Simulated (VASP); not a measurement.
# BN (Qingsongite) in VASP: settings compared

BN (Qingsongite) is run at these levels: PBE, r2SCAN; tasks: single point.

All numbers are computed with VASP 6.6.1; they aren't measurements. Logs are shortened: lines on timing, memory, paths and dates and some standing lists are left out, and cuts for length are marked.

## Step 1: The cell of the first run

It takes space group F-43m (No. 216, cubic). Conventional cell: a = 3.408 Å, b = 3.408 Å, c = 3.408 Å, α = 90.00°, β = 90.00°, γ = 90.00°. Within 2.0 Å of B (site symmetry -43m) lie 4 N at 1.48 Å. N (site symmetry -43m) has 4 B at 1.48 Å within 2.0 Å.

## Step 2: Single point, PBE (strain -5.6%)

Contents of INCAR:

```
SYSTEM = BN
PREC     = Accurate       ! precision mode
ENCUT    = 520            ! plane-wave cutoff, eV
EDIFF    = 1E-6           ! SCF threshold, eV
ISMEAR   = -1             ! smearing method
SIGMA    = 0.02           ! smearing width, eV
LREAL    = .FALSE.        ! projectors in reciprocal space
LASPH    = .TRUE.         ! aspherical terms in the spheres
NELM     = 60             ! most SCF steps
ALGO     = Normal         ! electronic algorithm
ISIF     = 2              ! what is computed and relaxed
LWAVE    = .FALSE.        ! write WAVECAR
LCHARG   = .TRUE.         ! write CHGCAR
GGA      = PE             ! functional
LELF     = .TRUE.         ! ELF
LVHAR    = .TRUE.       
NBANDS   = 11             ! bands
```

Contents of KPOINTS:

```
regular mesh
0
G
  12 12 12
  0 0 0
```

Contents of POSCAR:

```
BN
1.0
    0.0000000000      1.7037543792      1.7037543792
    1.7037543792      0.0000000000      1.7037543792
    1.7037543792      1.7037543792      0.0000000000
B N
1 1
Direct
    0.0000000000      0.0000000000      0.0000000000
    0.2500000000      0.2500000000      0.2500000000
```

Potentials or basis: VASP PAW PBE potentials, release 64 (B, N).

The run is started by

```sh
$ cat potpaw_PBE.64/B/POTCAR potpaw_PBE.64/N/POTCAR > POTCAR
$ mpirun -np 1 vasp_std > vasp.out
```

OUTCAR:

```text
SYSTEM = BN
   PREC = Accurate
   ENCUT = 520
   EDIFF = 1E-6
   ISMEAR = -1
   LREAL = .FALSE.
   LASPH = .TRUE.
   NELM = 60
   ISIF = 2
   GGA = PE

 ion  position               nearest neighbor table
   1  0.000  0.000  0.000-   2 1.48   2 1.48   2 1.48   2 1.48
   2  0.250  0.250  0.250-   1 1.48   1 1.48   1 1.48   1 1.48

  LATTYP: Found a face centered cubic cell.
 ALAT       =     3.4075087584

  Lattice vectors:

 A1 = (   0.0000000000,   1.7037543792,   1.7037543792)
 A2 = (   1.7037543792,   0.0000000000,   1.7037543792)
 A3 = (   1.7037543792,   1.7037543792,   0.0000000000)

Analysis of symmetry for initial positions (statically):
=====================================================================
 Subroutine PRICEL returns:
 Original cell was already a primitive cell.

 Routine SETGRP: Setting up the symmetry group for a
 face centered cubic supercell.

 Subroutine GETGRP returns: Found 24 space group operations
 (whereof 24 operations were pure point group operations)
 out of a pool of 48 trial point group operations.

The static configuration has the point symmetry T_d .

Analysis of symmetry for dynamics (positions and initial velocities):
=====================================================================
 Subroutine PRICEL returns:
 Original cell was already a primitive cell.

 Routine SETGRP: Setting up the symmetry group for a
 face centered cubic supercell.

 Subroutine GETGRP returns: Found 24 space group operations
 (whereof 24 operations were pure point group operations)
 out of a pool of 48 trial point group operations.

The dynamic configuration has the point symmetry T_d .

 Subroutine INISYM returns: Found 24 space group operations
 (whereof 24 operations are pure point group operations),
 and found     1 'primitive' translations

----------------------------------------------------------------------------------------

                                     Primitive cell

  volume of cell :       9.8912

  direct lattice vectors                    reciprocal lattice vectors
     0.000000000  1.703754379  1.703754379    -0.293469532  0.293469532  0.293469532
     1.703754379  0.000000000  1.703754379     0.293469532 -0.293469532  0.293469532
     1.703754379  1.703754379  0.000000000     0.293469532  0.293469532 -0.293469532

  length of vectors
     2.409472550  2.409472550  2.409472550     0.508304140  0.508304140  0.508304140

  position of ions in fractional coordinates (direct lattice)
     0.000000000  0.000000000  0.000000000
     0.250000000  0.250000000  0.250000000

  ion indices of the primitive-cell ions
   primitive index   ion index
                 1           1
                 2           2

----------------------------------------------------------------------------------------

 KPOINTS: regular mesh

Automatic generation of k-mesh.
 Grid dimensions read from file:
 generate k-points for:   12   12   12

 Generating k-lattice:

  Cartesian coordinates                     Fractional coordinates (reciprocal lattice)
    -0.024455794  0.024455794  0.024455794     0.083333333  0.000000000  0.000000000
     0.024455794 -0.024455794  0.024455794     0.000000000  0.083333333  0.000000000
     0.024455794  0.024455794 -0.024455794     0.000000000  0.000000000  0.083333333

  Length of vectors
     0.042358678  0.042358678  0.042358678

  Shift w.r.t. Gamma in fractional coordinates (k-lattice)
     0.000000000  0.000000000  0.000000000

 Subroutine IBZKPT returns following result:
 ===========================================

 Found     72 irreducible k-points:

 Following reciprocal coordinates:
            Coordinates               Weight
  0.000000  0.000000  0.000000      1.000000
  0.083333  0.000000  0.000000      8.000000
  0.166667  0.000000  0.000000      8.000000
  0.250000  0.000000  0.000000      8.000000
  0.333333  0.000000  0.000000      8.000000
  0.416667  0.000000  0.000000      8.000000
[... 16 lines left out ...]
  0.500000  0.166667  0.000000     24.000000
 -0.416667  0.166667  0.000000     24.000000
 [... further k-points ...]
   k-points           NKPTS =     72   k-points in BZ     NKDIM =     72   number of bands    NBANDS=     11
   number of dos      NEDOS =    301   number of ions     NIONS =      2
   total plane-waves  NPLWV =   5832
   dimension x,y,z NGX =    18 NGY =   18 NGZ =   18
   dimension x,y,z NGXF=    36 NGYF=   36 NGZF=   36
   ions per type =               1   1
   NGX,Y,Z   is equivalent  to a cutoff of  12.42, 12.42, 12.42 a.u.
   NGXF,Y,Z  is equivalent  to a cutoff of  24.84, 24.84, 24.84 a.u.
 SYSTEM =  BN
   PREC   = accura    normal or accurate (medium, high low for compatibility)
   ISTART =      0    job   : 0-new  1-cont  2-samecut
   ICHARG =      2    charge: 1-file 2-atom 10-const
   ISPIN  =      1    spin polarized calculation?
   LNONCOLLINEAR =      F non collinear calculations
   LSORBIT =      F    spin-orbit coupling
   LASPH  =      T    aspherical Exc in radial PAW
   ENCUT  =  520.0 eV  38.22 Ry    6.18 a.u.   4.48  4.48  4.48*2*pi/ulx,y,z
   NELM   =     60;   NELMIN=  2; NELMDL= -5     # of ELM steps
   EDIFF  = 0.1E-05   stopping-criterion for ELM
   LREAL  =      F    real-space projection
   EDIFFG = 0.1E-04   stopping-criterion for IOM
   NSW    =      0    number of steps for IOM
   IBRION =     -1    ionic relax: 0-MD 1-quasi-New 2-CG
   NFREE  =      0    steps in history (QN), initial steepest desc. (CG)
   ISIF   =      2    stress and relaxation
   ISYM   =      2    0-nonsym 1-usesym 2-fastsym
   POTIM  = 0.5000    time-step for ionic-motion
   TEBEG  =    0.0;   TEEND  =   0.0 temperature during run
   PSTRESS=    0.0 pullay stress
   NELECT =       8.0000    total number of electrons
   NUPDOWN=      -1.0000    fix difference up-down
   EMIN   =  10.00;   EMAX   =-10.00  energy-range for DOS
   EFERMI =   0.00;   METHOD = LEGACY
   ISMEAR =    -1;   SIGMA  =   0.02  broadening in eV -4-tet -1-fermi 0-gaus
   EFERMI_NEDOS =   21; number of points for ismear=-14 and -15
   IALGO  =     38    algorithm
   IMIX   =      4    mixing-type and parameters
     AMIX     =   0.40;   BMIX     =  1.00
     AMIX_MAG =   1.60;   BMIX_MAG =  1.00
  volume/ion in A,a.u.               =       4.95        33.37
  Fermi-wavevector in a.u.,A,eV,Ry     =   1.525297  2.882394 31.654389  2.326532
  Thomas-Fermi vector in A             =   2.633487
   LORBIT       =      0    0 simple, 1 ext, 2 COOP (PROOUT), +10 PAW based schemes
   GGA     = PE    functional components
   LHFCALC =     F    Hartree Fock is set to
   AEXX    =    0.0000 exact exchange contribution
   IVDW    =     0    specifies the selected vdW correction
   LEPSILON=     F    determine dielectric tensor
   LRPA    =     F    only Hartree local field effects (RPA)
 non-spin polarized calculation
  energy-cutoff  :      520.00
  volume of cell :        9.89
 maximum number of plane-waves:       283
 NGX is ok and might be reduce to    18
   NGX =  9   NGY =  9   NGZ =  9

 number of electron       7.9999999 magnetization

 Free energy of the ion-electron system (eV)
  ---------------------------------------------------
  ext. energy  EPLUGINS =         0.00000000
  ---------------------------------------------------
  free energy    TOTEN  =       -16.91540128 eV

  energy without entropy =      -16.91540128  energy(sigma->0) =      -16.91540128

 E-fermi :  10.2490     XC(G=0): -13.7196

 val. band max:        9.7509191933   @ k =   0.0000   0.0000   0.0000
 cond. band min:      14.3780469284   @ k =   0.5000   0.5000   0.0000
 fundamental gap:      4.6271277351
 Fermi energy:        10.2490342923

 k-point     1 :       0.0000    0.0000    0.0000
  band No.  band energies     occupation
      1     -12.6426      2.00000
      2       9.7509      2.00000
      3       9.7509      2.00000
      4       9.7509      2.00000
      5      19.4189      0.00000
      6      19.4189      0.00000
      7      19.4189      0.00000
      8      23.1402      0.00000
      9      37.9870      0.00000
     10      39.7824      0.00000
     11      39.7824      0.00000

 k-point     2 :       0.0833    0.0000    0.0000
  band No.  band energies     occupation
      1     -12.4487      2.00000
      2       8.7157      2.00000
      3       9.5310      2.00000
      4       9.5310      2.00000
      5      19.7531      0.00000
      6      19.7531      0.00000
      7      19.8462      0.00000
      8      23.6091      0.00000
      9      37.1906      0.00000
     10      37.2344      0.00000
     11      37.2344      0.00000

 k-point     3 :       0.1667    0.0000    0.0000
  band No.  band energies     occupation
      1     -11.8728      2.00000
      2       6.3292      2.00000
      3       9.0015      2.00000
      4       9.0015      2.00000
      5      20.5134      0.00000
      6      20.5134      0.00000
      7      20.5983      0.00000
      8      24.7320      0.00000
      9      35.4701      0.00000
     10      35.4701      0.00000
     11      36.0906      0.00000

 k-point     4 :       0.2500    0.0000    0.0000
  band No.  band energies     occupation
      1     -10.9342      2.00000
      2       3.5134      2.00000
      3       8.3989      2.00000
      4       8.3989      2.00000
      5      21.1942      0.00000
      6      21.1942      0.00000
      7      21.2829      0.00000
      8      25.8085      0.00000
      9      35.0928      0.00000
     10      35.0928      0.00000
     11      35.5410      0.00000
[... 239 lines left out ...]
 k-point    22 :       0.4167    0.1667    0.0000
  band No.  band energies     occupation
      1      -8.6143      2.00000
      2       0.3913      2.00000
      3       6.1651      2.00000
      4       6.2065      2.00000
      5      19.1047      0.00000
      6      24.1259      0.00000
      7      24.1855      0.00000
      8      25.6490      0.00000
      9      32.4976      0.00000
     10      39.5633      0.00000
     11      40.9934      0.00000

 k-point    23 :       0.5000    0.1667    0.0000
  band No.  band energies     occupation
      1      -7.3701      2.00000
      2      -1.5291      2.00000
      3       5.4733      2.00000
      4       6.3022      2.00000
      5      19.4152      0.00000
      6      23.8304      0.00000
      7      24.3709      0.00000
      8      27.0869      0.00000
      9      32.8754      0.00000
     10      39.9227      0.00000
     11      40.2033      0.00000

 k-point    24 :      -0.4167    0.1667    0.0000
  band No.  band energies     occupation
      1      -7.1114      2.00000
      2      -1.8863      2.00000
      3       4.9907      2.00000
      4       6.6842      2.00000
      5      19.8942      0.00000
      6      23.3505      0.00000
      7      24.3177      0.00000
      8      27.8683      0.00000
      9      33.1955      0.00000
     10      37.4225      0.00000
     11      40.2748      0.00000

 [... further k-points ...]
[... 5 lines left out ...]
  --------------------------------------------------------------------------------------
  -------------------------------------------------------------------------------------
  Total        6.0091791      6.0091791      6.0091791      0.0000000      0.0000000      0.0000000
  in kB      973.3628815    973.3628815    973.3628815      0.0000000      0.0000000      0.0000000
  external PRESSURE =     973.3628815 kB  Pullay stress =       0.0000000 kB

 VOLUME and BASIS-vectors are now :
 -----------------------------------------------------------------------------
  energy-cutoff  :      520.00
  volume of cell :        9.89
      direct lattice vectors                 reciprocal lattice vectors
     0.000000000  1.703754379  1.703754379    -0.293469532  0.293469532  0.293469532
     1.703754379  0.000000000  1.703754379     0.293469532 -0.293469532  0.293469532
     1.703754379  1.703754379  0.000000000     0.293469532  0.293469532 -0.293469532

 POSITION                                       TOTAL-FORCE (eV/Angst)
 -----------------------------------------------------------------------------------
      0.00000      0.00000      0.00000         0.000000      0.000000      0.000000
      0.85188      0.85188      0.85188        -0.000000     -0.000000     -0.000000
 -----------------------------------------------------------------------------------
    total drift:                                0.000000      0.000000      0.000000

  FREE ENERGIE OF THE ION-ELECTRON SYSTEM (eV)
  ---------------------------------------------------
  free  energy   TOTEN  =       -16.9154012840 eV

  energy  without entropy=      -16.9154012840  energy(sigma->0) =      -16.91540128
```

Run time: 4.7 s. Hardware: 1 thread of Intel Xeon Platinum 8488C (Sapphire Rapids), shared host; peak memory 0.12 GiB.

Results:

```yaml
Free_energy: -16.9154 eV
Pressure: 97.3 GPa
Band_gap_on_the_k_mesh: 4.63 eV, indirect (least direct gap 9.67 eV)
```

Caveat: the cell differs from its parent crystal (strain -5.6%).

## Step 3: Single point, r2SCAN (strain -5.6%)

POSCAR is that of step 2.

Contents of INCAR.step1:

```
SYSTEM = BN
PREC     = Accurate       ! precision mode
ENCUT    = 520            ! plane-wave cutoff, eV
ISMEAR   = 0              ! smearing method
SIGMA    = 0.01           ! smearing width, eV
LREAL    = .FALSE.        ! projectors in reciprocal space
LASPH    = .TRUE.         ! aspherical terms in the spheres
NELM     = 100            ! most SCF steps
NBANDS   = 11             ! bands
GGA      = PE             ! functional
ALGO     = Normal         ! electronic algorithm
EDIFF    = 1E-4           ! SCF threshold, eV
LWAVE    = .TRUE.         ! write WAVECAR
LCHARG   = .FALSE.        ! write CHGCAR
```

Contents of INCAR.step2:

```
SYSTEM = BN
PREC     = Accurate       ! precision mode
ENCUT    = 520            ! plane-wave cutoff, eV
EDIFF    = 1E-6           ! SCF threshold, eV
ISMEAR   = 0              ! smearing method
SIGMA    = 0.01           ! smearing width, eV
LREAL    = .FALSE.        ! projectors in reciprocal space
LASPH    = .TRUE.         ! aspherical terms in the spheres
NELM     = 100            ! most SCF steps
ALGO     = Normal         ! electronic algorithm
ISIF     = 2              ! what is computed and relaxed
LWAVE    = .FALSE.        ! write WAVECAR
LCHARG   = .FALSE.        ! write CHGCAR
METAGGA  = R2SCAN         ! meta-GGA
LMIXTAU  = .TRUE.       
NBANDS   = 11             ! bands
ISTART   = 1
```

Contents of KPOINTS:

```
Automatic mesh
0
G
  12 12 12
  0 0 0
```

Potentials or basis: VASP PAW PBE potentials, release 64 (B, N).

The run is started by

```sh
$ cat potpaw_PBE.64/B/POTCAR potpaw_PBE.64/N/POTCAR > POTCAR
$ cp INCAR.step1 INCAR
$ mpirun -np 1 vasp_std > vasp.out
$ cp INCAR.step2 INCAR
$ mpirun -np 1 vasp_std > vasp.out
```

Wall time 19 s (1 thread of Intel Xeon Platinum 8488C (Sapphire Rapids), shared host); peak memory 0.11 GiB.

The run converged. Its results:

| Quantity | Value |
| --- | --- |
| Free energy | -18.6778 eV |
| Pressure | 94.4 GPa |
| Band gap on the k mesh | 5.17 eV, indirect (least direct gap 10.40 eV) |

Levels at points of the mesh, in eV from the valence-band top:
```csv
k point,band 1,band 2,band 3,band 4,band 5,band 6,band 7,band 8
"(0.00, 0.00, 0.00)",-23.50,0.00,0.00,0.00,10.40,10.40,10.40,14.28
"(0.50, 0.00, 0.00)",-18.30,-12.88,-2.39,-2.39,12.46,12.46,13.32,18.34
"(0.50, 0.50, 0.00)",-16.61,-10.61,-6.07,-6.07,5.17,10.85,22.28,22.28
```

Caveat: the cell differs from its parent crystal (strain -5.6%); the PAW data sets were made with another functional, which shifts forces and pressure a little.

(Continued in part 2 of 3.)
